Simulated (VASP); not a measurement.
**Re: single point with PBEsol**

The system is Re.

```
CELL_PARAMETERS angstrom
2.58901 0.00000 0.00000
-1.29451 2.24215 0.00000
0.00000 0.00000 2.32601
ATOMIC_POSITIONS crystal
Re 0.00000 0.00000 0.00000
```

* Program: VASP 6.6.1
* Task: single point
* Functional: PBEsol
* Potentials or basis: VASP PAW PBE potentials, release 64 (Re)
* Cutoff: 520 eV
* k mesh: 17 × 17 × 16
* Occupations: fermi-dirac, width 0.1 eV
* Spin: no spin polarisation

* Pressure: 70.1 GPa

Stress tensor (GPa, compression positive):
```
72.49  0.00  0.00
 0.00 72.49  0.00
 0.00  0.00 65.30
```

Levels at points of the mesh, in eV from the Fermi level:
```
           k point  band 1  band 2  band 3  band 4  band 5  band 6  band 7  band 8
(0.00, 0.00, 0.00)  -10.96   -7.09   -2.48   -2.48    5.19    5.19   13.49   18.48
(0.00, 0.00, 0.50)   -6.68   -1.07   -1.07   -1.00   -0.63   -0.63   13.18   18.05
```

Run time: 23 s on 1 thread of Intel Xeon 6975P-C (shared host), peak memory 0.16 GiB.

Caveat: the PAW data sets were made with another functional, which shifts forces and pressure a little; spin-orbit coupling is left out, which moves the levels of the heavy elements.
